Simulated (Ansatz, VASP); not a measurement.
WS2: VASP beside Ansatz

```
W S
1.0
     1.54677    0.89303    6.03751
    -1.54677    0.89303    6.03751
     0.00000   -1.78605    6.03751
W S
1 2
Direct
  0.00000 0.00000 0.00000
  0.75030 0.75030 0.75030
  0.58100 0.58100 0.58100
```

Change from the starting cell: volume scaled by 0.94.

Alike in both runs: task single point; functional LDA; k mesh 13 × 13 × 13; occupations fermi-dirac, width 0.08 eV; no spin polarisation.

```csv
,VASP,Ansatz
version,VASP 6.6.1,Ansatz 0.2.0
potentials or method,"VASP PAW LDA potentials, release 64 (W_sv, S), cutoff 520 eV","all-electron LAPW, scalar-relativistic"
```

Ansatz gave:

* pressure (GPa): 7.8
* traceless stress, the component that is largest in VASP (GPa): 0.99
* rms of the force components (eV/Å): 0.506

Task: Which values does VASP return?

Result: Pressure (GPa): 8.3; traceless stress, the component that is largest in VASP (GPa): 1.02; rms of the force components (eV/Å): 0.528.

LDA's correlation is that of Perdew and Zunger in VASP and of Perdew and Wang (1992) in Ansatz. Atom by atom the forces differ by 0.026 eV/Å (rms over components). Ansatz ran all-electron here, and VASP with PAW potentials.

Spin-orbit coupling is off throughout.
